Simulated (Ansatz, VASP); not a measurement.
# One calculation of CdIn2O2, two programs

```
Cd In O
1.0
    -3.10000    4.60000    3.10000
     3.10000   -4.60000    3.10000
     3.10000    4.60000   -3.10000
Cd In O
2 4 4
Direct
  0.25000 0.25000 0.00000
  0.75000 0.75000 0.00000
  0.15200 0.46500 0.61700
  0.34800 0.96500 0.31300
  0.65200 0.03500 0.68700
  0.84800 0.53500 0.38300
  0.12000 0.82000 0.94000
  0.62000 0.68000 0.30000
  0.38000 0.32000 0.70000
  0.88000 0.18000 0.06000
```

Alike in both runs: task relaxation of cell and atoms; functional PBE; k mesh 3 × 3 × 3; occupations gaussian, width 0.15 eV; no spin polarisation.

|  | VASP | Ansatz |
| --- | --- | --- |
| version | VASP 6.6.1 | Ansatz 0.2.0 |
| potentials or method | VASP PAW PBE potentials, release 64 (Cd, In_d, O), cutoff 600 eV | scalar-relativistic, plane waves, PAW |
| valence electrons in the cell | 100 | 116 |

|  | VASP | Ansatz | Ansatz less VASP |
| --- | --- | --- | --- |
| gap on the k mesh at the Fermi level, each at its own relaxed structure (eV) | 0.30 | 0.32 | +0.028 |
| relaxed volume (Å³/atom) | 20.09 | 20.15 | +0.060 |
| relaxed length of the cell vector where the two differ most in proportion (Å) | 6.770 | 6.749 | -0.0211 |

VASP's potentials hold 100 valence electrons a cell and Ansatz's 116, so a difference there can come from the potentials and not from the codes.

The k mesh is coarse, so the values compare programs but aren't converged.
